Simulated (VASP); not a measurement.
# SiGe5: single point with PBE

The system is SiGe5.

```
Si Ge
1.0
     3.95136    0.00000    0.00000
    -1.97568    3.42198    0.00000
     0.00000    0.00000    9.67962
Si Ge
1 5
Direct
  0.00000 0.00000 0.00014
  0.66667 0.33333 0.66851
  0.33333 0.66667 0.33138
  0.66667 0.33333 0.92115
  0.33333 0.66667 0.58317
  0.00000 0.00000 0.24565
```

```
Program             : VASP 6.6.1
Task                : single point
Functional          : PBE
Potentials or basis : VASP PAW PBE potentials, release 64 (Si, Ge_d)
Cutoff              : 520 eV
k mesh              : 6 × 6 × 2
Occupations         : gaussian, width 0.01 eV
Spin                : no spin polarisation
```

* Pressure: 4.4 GPa
* Largest force: 0.046 eV/Å
* Band gap on the k mesh: 0.43 eV (least direct gap 0.48 eV)

Forces on the atoms (eV/Å):
```
Si   0.000  0.000 -0.046
Ge   0.000  0.000  0.011
Ge   0.000  0.000  0.013
Ge   0.000  0.000  0.020
Ge   0.000  0.000 -0.011
Ge   0.000  0.000  0.012
```

Stress tensor (GPa, compression positive):
```
4.59 0.00 0.00
0.00 4.59 0.00
0.00 0.00 4.12
```

Levels at points of the mesh, in eV from the valence-band top:
```
           k point  band 35  band 36  band 37  band 38  band 39  band 40
(0.00, 0.00, 0.00)    -0.05     0.00     0.00     0.48     0.70     0.86
(0.50, 0.00, 0.00)    -3.09    -2.06    -1.93     0.62     0.74     1.68
(0.00, 0.00, 0.50)    -0.63    -0.43    -0.43     0.44     1.24     1.28
(0.50, 0.00, 0.50)    -2.72    -1.43    -1.42     0.43     0.85     1.17
```

Run time: 45 s on 1 thread of Intel(R) Xeon(R) 6975P-C (Granite Rapids) (shared host), peak memory 0.26 GiB.

Caveat: the cell stands under pressure. A k mesh can miss the band edges.
